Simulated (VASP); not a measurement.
# CuO (Cc) in VASP: further runs

Aim: see how the results for CuO move with the level of theory and the settings. Levels: RPBE, PBE, PBEsol, LDA. Tasks: single point.

All numbers are computed with VASP 6.6.1; they aren't measurements. Logs are shortened: lines on timing, memory, paths and dates and some standing lists are left out, and cuts for length are marked.

**1. The cell of the first run**

Symmetry: Cc, No. 9, monoclinic system. The conventional cell has a = 4.689 Å, b = 3.427 Å, c = 5.132 Å, α = 90.00°, β = 99.65°, γ = 90.00°. Cu (site symmetry 1) has 4 O at 1.91 to 2.02 Å within 2.5 Å. O (site symmetry 1) has 4 Cu at 1.91 to 2.02 Å within 2.5 Å.

**2. Single point, RPBE**

INCAR reads:

```
  PREC = Accurate
  ENCUT = 1340
  EDIFF = 1E-6
  ISMEAR = -1
  SIGMA = 0.05
  LREAL = F
  LASPH = T
  NELM = 120
  ALGO = Normal
  ISIF = 2
  LWAVE = F
  LCHARG = F
  GGA = RP
  NBANDS = 33
  GGA_COMPAT = F
```

KPOINTS reads:

```
Automatic mesh
0
Gamma
  6 6 3
```

POSCAR reads:

```
CuO
1.0
    2.3446497600     -1.7133998200      0.0000000000
    2.3446497600      1.7133998200      0.0000000000
   -0.8605499100      0.0000000000      5.0594394800
Cu O
2 2
Direct
    0.0032000000      0.4968000000      0.0000000000
    0.4968000000      0.0032000000      0.5000000000
    0.5714000000      0.4056000000      0.2537000000
    0.4056000000      0.5714000000      0.7537000000
```

Potentials or basis: VASP PAW PBE potentials, release 64 (Cu_sv_GW, O_h).

Run with:

```sh
$ cat potpaw_PBE.64/Cu_sv_GW/POTCAR potpaw_PBE.64/O_h/POTCAR > POTCAR
$ mpirun -np 1 vasp_std > vasp.out
```

OUTCAR:

```text
PREC = Accurate
   ENCUT = 1340
   EDIFF = 1E-6
   ISMEAR = -1
   LREAL = F
   LASPH = T
   NELM = 120
   ISIF = 2
   GGA = RP

 ion  position               nearest neighbor table
   1  0.003  0.497  0.000-   4 1.91   3 1.93   4 1.98   3 2.02
   2  0.497  0.003  0.500-   3 1.91   4 1.93   3 1.98   4 2.02
   3  0.571  0.406  0.254-   2 1.91   1 1.93   2 1.98   1 2.02
   4  0.406  0.571  0.754-   1 1.91   2 1.93   1 1.98   2 2.02

  LATTYP: Found a base centered monoclinic cell.
 ALAT       =     4.6892995200
 B/A-ratio  =     0.7307700490
 C/A-ratio  =     1.0944283419
 COS(beta)  =    -0.1676798045

  Lattice vectors:

 A1 = (   2.3446497600,  -1.7133998200,   0.0000000000)
 A2 = (   2.3446497600,   1.7133998200,   0.0000000000)
 A3 = (  -0.8605499100,   0.0000000000,   5.0594394800)

Analysis of symmetry for initial positions (statically):
=====================================================================
 Subroutine PRICEL returns:
 Original cell was already a primitive cell.

 Routine SETGRP: Setting up the symmetry group for a
 base centered monoclinic supercell.

 Subroutine GETGRP returns: Found  2 space group operations
 (whereof  1 operations were pure point group operations)
 out of a pool of  4 trial point group operations.

The static configuration has the point symmetry C_1 .
 The point group associated with its full space group is C_1h.

Analysis of symmetry for dynamics (positions and initial velocities):
=====================================================================
 Subroutine PRICEL returns:
 Original cell was already a primitive cell.

 Routine SETGRP: Setting up the symmetry group for a
 base centered monoclinic supercell.

 Subroutine GETGRP returns: Found  2 space group operations
 (whereof  1 operations were pure point group operations)
 out of a pool of  4 trial point group operations.

The dynamic configuration has the point symmetry C_1 .
 The point group associated with its full space group is C_1h.

 Subroutine INISYM returns: Found  2 space group operations
 (whereof  1 operations are pure point group operations),
 and found     1 'primitive' translations

----------------------------------------------------------------------------------------

                                     Primitive cell

  volume of cell :      40.6508

  direct lattice vectors                    reciprocal lattice vectors
     2.344649760 -1.713399820  0.000000000     0.213251467 -0.291817470  0.036271514
     2.344649760  1.713399820  0.000000000     0.213251467  0.291817470  0.036271514
    -0.860549910  0.000000000  5.059439480     0.000000000  0.000000000  0.197650353

  length of vectors
     2.903983719  2.903983719  5.132102298     0.363248188  0.363248188  0.197650353

  position of ions in fractional coordinates (direct lattice)
     0.003200000  0.496800000  0.000000000
     0.496800000  0.003200000  0.500000000
     0.571400000  0.405600000  0.253700000
     0.405600000  0.571400000  0.753700000

  ion indices of the primitive-cell ions
   primitive index   ion index
                 1           1
                 2           2
                 3           3
                 4           4

----------------------------------------------------------------------------------------

 KPOINTS: Automatic mesh

Automatic generation of k-mesh.
 Grid dimensions read from file:
 generate k-points for:    6    6    3

 Generating k-lattice:

  Cartesian coordinates                     Fractional coordinates (reciprocal lattice)
     0.035541911 -0.048636245  0.006045252     0.166666667 -0.000000000  0.000000000
     0.035541911  0.048636245  0.006045252    -0.000000000  0.166666667  0.000000000
     0.000000000  0.000000000  0.065883451     0.000000000  0.000000000  0.333333333

  Length of vectors
     0.060541365  0.060541365  0.065883451

  Shift w.r.t. Gamma in fractional coordinates (k-lattice)
     0.000000000  0.000000000  0.000000000

 Subroutine IBZKPT returns following result:
 ===========================================

 Found     34 irreducible k-points:

 Following reciprocal coordinates:
            Coordinates               Weight
  0.000000  0.000000  0.000000      1.000000
  0.166667 -0.000000  0.000000      4.000000
  0.333333 -0.000000  0.000000      4.000000
  0.500000 -0.000000  0.000000      2.000000
  0.166667  0.166667  0.000000      2.000000
  0.333333  0.166667  0.000000      4.000000
[... 16 lines left out ...]
 -0.333333  0.166667  0.333333      4.000000
 -0.166667  0.166667  0.333333      4.000000
 [... further k-points ...]
   k-points           NKPTS =     34   k-points in BZ     NKDIM =     34   number of bands    NBANDS=     33
   number of dos      NEDOS =    301   number of ions     NIONS =      4
   total plane-waves  NPLWV =  82944
   dimension x,y,z NGX =    36 NGY =   36 NGZ =   64
   dimension x,y,z NGXF=    72 NGYF=   72 NGZF=  128
   ions per type =               2   2
   NGX,Y,Z   is equivalent  to a cutoff of  20.61, 20.61, 20.73 a.u.
   NGXF,Y,Z  is equivalent  to a cutoff of  41.22, 41.22, 41.46 a.u.
 SYSTEM =  unknown system
   PREC   = accura    normal or accurate (medium, high low for compatibility)
   ISTART =      0    job   : 0-new  1-cont  2-samecut
   ICHARG =      2    charge: 1-file 2-atom 10-const
   ISPIN  =      1    spin polarized calculation?
   LNONCOLLINEAR =      F non collinear calculations
   LSORBIT =      F    spin-orbit coupling
   LASPH  =      T    aspherical Exc in radial PAW
   ENCUT  = 1340.0 eV  98.49 Ry    9.92 a.u.   8.67  8.67 15.32*2*pi/ulx,y,z
   NELM   =    120;   NELMIN=  2; NELMDL= -5     # of ELM steps
   EDIFF  = 0.1E-05   stopping-criterion for ELM
   LREAL  =      F    real-space projection
   EDIFFG = 0.1E-04   stopping-criterion for IOM
   NSW    =      0    number of steps for IOM
   IBRION =     -1    ionic relax: 0-MD 1-quasi-New 2-CG
   NFREE  =      0    steps in history (QN), initial steepest desc. (CG)
   ISIF   =      2    stress and relaxation
   ISYM   =      2    0-nonsym 1-usesym 2-fastsym
   POTIM  = 0.5000    time-step for ionic-motion
   TEBEG  =    0.0;   TEEND  =   0.0 temperature during run
   PSTRESS=    0.0 pullay stress
   NELECT =      50.0000    total number of electrons
   NUPDOWN=      -1.0000    fix difference up-down
   EMIN   =  10.00;   EMAX   =-10.00  energy-range for DOS
   EFERMI =   0.00;   METHOD = LEGACY
   ISMEAR =    -1;   SIGMA  =   0.05  broadening in eV -4-tet -1-fermi 0-gaus
   EFERMI_NEDOS =   21; number of points for ismear=-14 and -15
   IALGO  =     38    algorithm
   IMIX   =      4    mixing-type and parameters
     AMIX     =   0.40;   BMIX     =  1.00
     AMIX_MAG =   1.60;   BMIX_MAG =  1.00
  volume/ion in A,a.u.               =      10.16        68.58
  Fermi-wavevector in a.u.,A,eV,Ry     =   1.754049  3.314673 41.860895  3.076689
  Thomas-Fermi vector in A             =   2.824066
   LORBIT       =      0    0 simple, 1 ext, 2 COOP (PROOUT), +10 PAW based schemes
   GGA     = RP    functional components
   LHFCALC =     F    Hartree Fock is set to
   AEXX    =    0.0000 exact exchange contribution
   IVDW    =     0    specifies the selected vdW correction
   LEPSILON=     F    determine dielectric tensor
   LRPA    =     F    only Hartree local field effects (RPA)
 non-spin polarized calculation
  energy-cutoff  :     1340.00
  volume of cell :       40.65
 maximum number of plane-waves:      4546
 NGX is ok and might be reduce to    36
   NGX = 17   NGY = 17   NGZ = 31

 number of electron      50.0000003 magnetization

 Free energy of the ion-electron system (eV)
  ---------------------------------------------------
  ext. energy  EPLUGINS =         0.00000000
  ---------------------------------------------------
  free energy    TOTEN  =       -17.85362608 eV

  energy without entropy =      -17.83131669  energy(sigma->0) =      -17.84247139

 E-fermi :   6.2883     XC(G=0): -12.0307

 val. band max:        6.2471266379   @ k =   0.1667  -0.0000   0.0000
 cond. band min:       6.3022541597   @ k =   0.5000   0.3333   0.3333
 fundamental gap:      0.0551275218
 Fermi energy:         6.2883065649

 k-point     1 :       0.0000    0.0000    0.0000
  band No.  band energies     occupation
      1    -106.4845      2.00000
      2    -106.4839      2.00000
      3     -63.9373      2.00000
      4     -63.9372      2.00000
      5     -63.9113      2.00000
      6     -63.9026      2.00000
[... 25 lines left out ...]
     32      22.6632      0.00000
     33      23.0555      0.00000

 k-point     2 :       0.1667   -0.0000    0.0000
  band No.  band energies     occupation
      1    -106.4843      2.00000
      2    -106.4838      2.00000
      3     -63.9405      2.00000
      4     -63.9373      2.00000
      5     -63.9107      2.00000
      6     -63.9031      2.00000
[... 25 lines left out ...]
     32      21.6610      0.00000
     33      22.8882      0.00000

 k-point     3 :       0.3333   -0.0000    0.0000
  band No.  band energies     occupation
      1    -106.4839      2.00000
      2    -106.4835      2.00000
      3     -63.9470      2.00000
      4     -63.9375      2.00000
      5     -63.9090      2.00000
      6     -63.9044      2.00000
[... 25 lines left out ...]
     32      19.8651      0.00000
     33      22.2753      0.00000

 k-point     4 :       0.5000   -0.0000    0.0000
  band No.  band energies     occupation
      1    -106.4836      2.00000
      2    -106.4835      2.00000
      3     -63.9503      2.00000
      4     -63.9376      2.00000
      5     -63.9073      2.00000
      6     -63.9057      2.00000
[... 25 lines left out ...]
     32      18.9400      0.00000
     33      21.9623      0.00000

 k-point     5 :       0.1667    0.1667    0.0000
  band No.  band energies     occupation
      1    -106.4842      2.00000
      2    -106.4836      2.00000
      3     -63.9410      2.00000
      4     -63.9398      2.00000
      5     -63.9109      2.00000
      6     -63.9028      2.00000
[... 604 lines left out ...]
 k-point    22 :       0.5000    0.1667    0.3333
  band No.  band energies     occupation
      1    -106.4834      2.00000
      2    -106.4833      2.00000
      3     -63.9504      2.00000
      4     -63.9405      2.00000
      5     -63.9070      2.00000
      6     -63.9058      2.00000
[... 25 lines left out ...]
     32      19.9373      0.00000
     33      21.2705      0.00000

 k-point    23 :      -0.3333    0.1667    0.3333
  band No.  band energies     occupation
      1    -106.4836      2.00000
      2    -106.4834      2.00000
      3     -63.9473      2.00000
      4     -63.9407      2.00000
      5     -63.9071      2.00000
      6     -63.9058      2.00000
[... 25 lines left out ...]
     32      20.0475      0.00000
     33      21.1400      0.00000

 k-point    24 :      -0.1667    0.1667    0.3333
  band No.  band energies     occupation
      1    -106.4840      2.00000
      2    -106.4838      2.00000
      3     -63.9409      2.00000
      4     -63.9405      2.00000
      5     -63.9080      2.00000
      6     -63.9054      2.00000
[... 25 lines left out ...]
     32      20.2081      0.00000
     33      21.2969      0.00000

 [... further k-points ...]

------------------------ aborting loop because EDIFF is reached ----------------------------------------

  FORCE on cell =-STRESS in cart. coord.  units (eV):
  Direction    XX          YY          ZZ          XY          YZ          ZX
  --------------------------------------------------------------------------------------
  -------------------------------------------------------------------------------------
  Total        2.7557918      2.8173717      2.8294999      0.0000000      0.0000000     -0.5561990
  in kB      108.6145225    111.0415809    111.5195901      0.0000000      0.0000000    -21.9215707
  external PRESSURE =     110.3918978 kB  Pullay stress =       0.0000000 kB

 VOLUME and BASIS-vectors are now :
 -----------------------------------------------------------------------------
  energy-cutoff  :     1340.00
  volume of cell :       40.65
      direct lattice vectors                 reciprocal lattice vectors
     2.344649760 -1.713399820  0.000000000     0.213251467 -0.291817470  0.036271514
     2.344649760  1.713399820  0.000000000     0.213251467  0.291817470  0.036271514
    -0.860549910  0.000000000  5.059439480     0.000000000  0.000000000  0.197650353

 POSITION                                       TOTAL-FORCE (eV/Angst)
 -----------------------------------------------------------------------------------
      1.17232      0.84573      0.00000        -0.620738      0.366992      0.252721
      0.74205     -0.84573      2.52972        -0.620738     -0.366992      0.252721
      2.07240     -0.28408      1.28358         0.620738      0.235643     -0.252721
      1.64213      0.28408      3.81330         0.620738     -0.235643     -0.252721
 -----------------------------------------------------------------------------------
    total drift:                               -0.001130      0.000000      0.000131

  FREE ENERGIE OF THE ION-ELECTRON SYSTEM (eV)
  ---------------------------------------------------
  free  energy   TOTEN  =       -17.8536260808 eV

  energy  without entropy=      -17.8313166932  energy(sigma->0) =      -17.84247139
```

It took 2 min on 1 thread of AMD EPYC 9R45 (Zen 5), shared host; peak memory 0.35 GiB.

Results:

```yaml
Free_energy: -17.8536 eV
Pressure: 11.0 GPa
Largest_force: 0.764 eV/Å
Band_gap_on_the_k_mesh: zero (bands 25 and 26 overlap by 0.46 eV)
```

Forces on the atoms (eV/Å):
```
Cu  -0.621  0.367  0.253
Cu  -0.621 -0.367  0.253
O    0.621  0.236 -0.253
O    0.621 -0.236 -0.253
```

Levels at points of the mesh, in eV from the Fermi level:
| k point | band 22 | band 23 | band 24 | band 25 | band 26 | band 27 | band 28 | band 29 |
| --- | --- | --- | --- | --- | --- | --- | --- | --- |
| (0.00, 0.00, 0.00) | -2.24 | -2.16 | -1.68 | 0.18 | 0.89 | 1.68 | 6.03 | 8.15 |
| (0.50, 0.00, 0.00) | -1.63 | -1.53 | -1.43 | -0.05 | 0.27 | 4.90 | 6.30 | 6.93 |
| (0.50, 0.50, 0.00) | -2.14 | -1.68 | -1.25 | -0.69 | 1.04 | 3.36 | 7.06 | 8.54 |

Caveat: the k points lie up to 0.41 Å⁻¹ apart; semilocal functionals underestimate gaps, and a narrow one can read as zero; the PAW data sets were made with another functional, which shifts forces and pressure a little; semilocal functionals often make such compounds metallic where correlation or magnetic order opens a gap, which also shifts bond lengths. With open d or f shells a metallic result of RPBE can be an artefact of self-interaction; +U or a hybrid may open a gap.

**3. Single point, PBE**

INCAR reads:

```
SYSTEM = CuO
PREC = Accurate
ENCUT = 820
EDIFF = 1E-6
ISMEAR = -1
SIGMA = 0.05
LREAL = .FALSE.
LASPH = .TRUE.
NELM = 120
ALGO = Normal
ISIF = 2
LWAVE = .FALSE.
LCHARG = .TRUE.
GGA = PE
LELF = .TRUE.
LVHAR = .TRUE.
NBANDS = 33
GGA_COMPAT = .FALSE.
```

KPOINTS reads:

```
Automatic mesh
0
G
  4 4 3
  0 0 0
```

POSCAR is that of step 2.

Potentials or basis: VASP PAW PBE potentials, release 64 (Cu_sv_GW, O).

Run with:

```sh
$ cat potpaw_PBE.64/Cu_sv_GW/POTCAR potpaw_PBE.64/O/POTCAR > POTCAR
$ mpirun -np 1 vasp_std > vasp.out
```

Run time: 47 s. Hardware: 1 thread of Intel Xeon Platinum 8259CL at 2.50GHz (Skylake/Cascade Lake), shared host; peak memory 0.21 GiB.

The run converged. Its results:

| Property | Result |
| --- | --- |
| Free energy | -19.6787 eV |
| Pressure | 4.8 GPa |
| Largest force | 0.764 eV/Å |
| Band gap on the k mesh | zero (bands 25 and 26 overlap by 0.30 eV) |

Forces in eV/Å, atoms in the order of the input:
```
Cu  -0.628  0.358  0.249
Cu  -0.628 -0.358  0.249
O    0.628  0.290 -0.249
O    0.628 -0.290 -0.249
```

Stress tensor (GPa, compression positive):
```
 4.22  0.00 -1.29
 0.00  5.91  0.00
-1.29  0.00  4.40
```

Levels at points of the mesh, in eV from the Fermi level:
| k point | band 23 | band 24 | band 25 | band 26 | band 27 | band 28 |
| --- | --- | --- | --- | --- | --- | --- |
| (0.00, 0.00, 0.00) | -2.11 | -1.63 | 0.22 | 0.92 | 1.68 | 6.00 |
| (0.50, 0.00, 0.00) | -1.49 | -1.38 | -0.02 | 0.30 | 4.85 | 6.26 |
| (0.50, 0.50, 0.00) | -1.64 | -1.21 | -0.64 | 1.07 | 3.33 | 7.00 |

Caveat: the k points lie up to 0.57 Å⁻¹ apart; semilocal functionals underestimate gaps, and a narrow one can read as zero; semilocal functionals often make such compounds metallic where correlation or magnetic order opens a gap, which also shifts bond lengths. With open d or f shells a metallic result of PBE can be an artefact of self-interaction; +U or a hybrid may open a gap.

**4. Single point, PBEsol**

INCAR reads:

```
PREC = Accurate ; ENCUT = 1340
EDIFF = 1E-6 ; ISMEAR = -1
SIGMA = 0.05 ; LREAL = False
LASPH = True ; NELM = 120
ALGO = Normal ; ISIF = 2
LWAVE = False ; LCHARG = False
GGA = PS ; NBANDS = 33
GGA_COMPAT = False
```

KPOINTS reads:

```
regular mesh
0
Gamma
  6 6 3
```

POSCAR is that of step 3.

Potentials or basis: VASP PAW PBE potentials, release 64 (Cu_sv_GW, O_h).

Run with:

```sh
$ cat potpaw_PBE.64/Cu_sv_GW/POTCAR potpaw_PBE.64/O_h/POTCAR > POTCAR
$ mpirun -np 1 vasp_std > vasp.out
```

It took 2 min on 1 thread of Intel Xeon 6975P-C (Granite Rapids), shared host; peak memory 0.38 GiB.

Results (log left out):

- Free energy: -21.4768 eV
- Pressure: -3.0 GPa
- Largest force: 0.736 eV/Å
- Band gap on the k mesh: zero (bands 25 and 26 overlap by 0.46 eV)

Forces in eV/Å, atoms in the order of the input:
```
Cu  -0.574  0.326  0.228
Cu  -0.574 -0.326  0.228
O    0.574  0.400 -0.228
O    0.574 -0.400 -0.228
```

Stress tensor (GPa, compression positive):
```
-3.69  0.00 -1.07
 0.00 -0.77  0.00
-1.07  0.00 -4.44
```

Levels at points of the mesh, in eV from the Fermi level:
```tsv
k point	band 21	band 22	band 23	band 24	band 25	band 26	band 27	band 28	band 29	band 30
(0.00, 0.00, 0.00)	-2.33	-2.22	-2.14	-1.65	0.20	0.90	1.60	5.84	8.03	13.14
(0.50, 0.00, 0.00)	-2.04	-1.60	-1.50	-1.40	-0.06	0.27	4.71	6.13	6.83	10.92
(0.50, 0.50, 0.00)	-2.13	-2.13	-1.69	-1.22	-0.66	1.05	3.18	6.87	8.39	9.85
```

Caveat: the k points lie up to 0.41 Å⁻¹ apart; semilocal functionals underestimate gaps, and a narrow one can read as zero; the PAW data sets were made with another functional, which shifts forces and pressure a little; semilocal functionals often make such compounds metallic where correlation or magnetic order opens a gap, which also shifts bond lengths. With open d or f shells a metallic result of PBEsol can be an artefact of self-interaction; +U or a hybrid may open a gap.

[end of part 1 of 3]

The gap in the log of VASP goes by the Fermi energy; the results here count the filled bands.